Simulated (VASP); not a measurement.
Wanted: the native input for a VASP 6.6.1 run.

| Property | Result |
| --- | --- |
| Task | relaxation of the atoms |
| Functional | PBE |
| Potentials or basis | VASP PAW PBE potentials, release 64 (Al, N) |
| Cutoff | 520 eV |
| k mesh | 1 × 1 × 1, shifted |
| Occupations | fermi-dirac, width 0.01 eV |
| Spin | no spin polarisation |
| Dipole correction | no |
| Further INCAR settings | LREAL = Auto; ALGO = Normal; EDIFF = 1e-07; IBRION = 2; EDIFFG = -0.01; NSW = 80 |

The structure of AlN (AlN (P6_3mc)) lies in POSCAR:

```
AlN
1.0
    6.2595139326      0.0000000578      0.0000000000
   -3.1297570163      5.4208980521      0.0000000000
    0.0000000000      0.0000000000     10.0348065068
Al N
16 16
Direct
    0.3333333334      0.1666666666      0.2496176868
    0.1666666666      0.3333333334      0.4996176868
    0.3333333334      0.1666666666      0.7496176868
    0.1666666666      0.3333333334      0.9996176868
    0.3333333334      0.6666666666      0.2496176868
    0.1666666666      0.8333333333      0.4996176868
    0.3333333334      0.6666666666      0.7496176868
    0.1666666666      0.8333333333      0.9996176868
    0.8333333333      0.1666666666      0.2496176868
    0.6666666666      0.3333333334      0.4996176868
    0.8333333333      0.1666666666      0.7496176868
    0.6666666666      0.3333333334      0.9996176868
    0.8333333333      0.6666666666      0.2496176868
    0.6666666666      0.8333333333      0.4996176868
    0.8333333333      0.6666666666      0.7496176868
    0.6666666666      0.8333333333      0.9996176868
    0.3333333334      0.1666666666      0.4403823132
    0.1666666666      0.3333333334      0.1903823132
    0.3333333334      0.1666666666      0.9403823132
    0.1666666666      0.3333333334      0.6903823132
    0.3333333334      0.6666666666      0.4403823132
    0.1666666666      0.8333333333      0.1903823132
    0.3333333334      0.6666666666      0.9403823132
    0.1666666666      0.8333333333      0.6903823132
    0.8333333333      0.1666666666      0.4403823132
    0.6666666666      0.3333333334      0.1903823132
    0.8333333333      0.1666666666      0.9403823132
    0.6666666666      0.3333333334      0.6903823132
    0.8333333333      0.6666666666      0.4403823132
    0.6666666666      0.8333333333      0.1903823132
    0.8333333333      0.6666666666      0.9403823132
    0.6666666666      0.8333333333      0.6903823132
```

One way to write it, as run:

INCAR

```
SYSTEM = AlN
PREC = Accurate ; ENCUT = 520
EDIFF = 1E-7 ; ISMEAR = -1
SIGMA = 0.01 ; LREAL = Auto
LASPH = .TRUE. ; NELM = 80
ALGO = Normal ; ISIF = 2
LWAVE = .FALSE. ; LCHARG = .FALSE.
GGA = PE ; IBRION = 2
NSW = 80 ; EDIFFG = -0.01
```

KPOINTS

```
Automatic mesh
0
Gamma
  1 1 1
  0.25 0.25 0.25
```

Potentials or basis: VASP PAW PBE potentials, release 64 (Al, N).

Run with:

```console
$ cat potpaw_PBE.64/Al/POTCAR potpaw_PBE.64/N/POTCAR > POTCAR
$ mpirun -np 1 vasp_std > vasp.out
```

Results of the run:

The energy gained by relaxing is 0.2 meV/atom. The ionic steps are 3. The pressure after relaxing is -0.6 GPa. The band gap on the k mesh is 5.76 eV.

Caveat: the k points lie up to 1.16 Å⁻¹ apart.

Wall time 2.6 min on 1 thread of AMD EPYC 7R43 64-Core Processor (Zen 3), with other jobs on the host, peak memory 0.43 GiB.
